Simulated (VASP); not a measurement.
Tb:

```
Tb
1.0
     3.60100    0.00000    0.00000
    -1.80050    3.11856    0.00000
     0.00000    0.00000    5.69360
Tb
2
Direct
  0.66667 0.33333 0.75000
  0.33333 0.66667 0.25000
```

Base run:

```yaml
Program: VASP 6.6.1
Functional: PBE
Potentials_or_basis: VASP PAW PBE potentials, release 64 (Tb)
Cutoff: 520 eV
k_mesh: 9 × 9 × 5
Occupations: fermi-dirac, width 0.05 eV
Spin: collinear spin, ferromagnetic start
Starting_moments: "[6.0, 6.0] μB"
```

Its results: pressure 0.2 GPa; net moment 12.14 μB per cell; site moments Tb +5.78 μB.

**Question.** The run is repeated on the same cell with these changes: k mesh from 9 × 9 × 5 to 7 × 7 × 4; hubbard terms from none to Tb f U = 6.0 eV. What comes out?

**Answer.** Pressure 3.2 GPa; net moment 4.92 μB per cell; site moments Tb +2.28 μB.

Several settings changed at once.

Caveats: the magnetic or orbital state may not be the lowest; the cell stands under pressure (at least some runs).
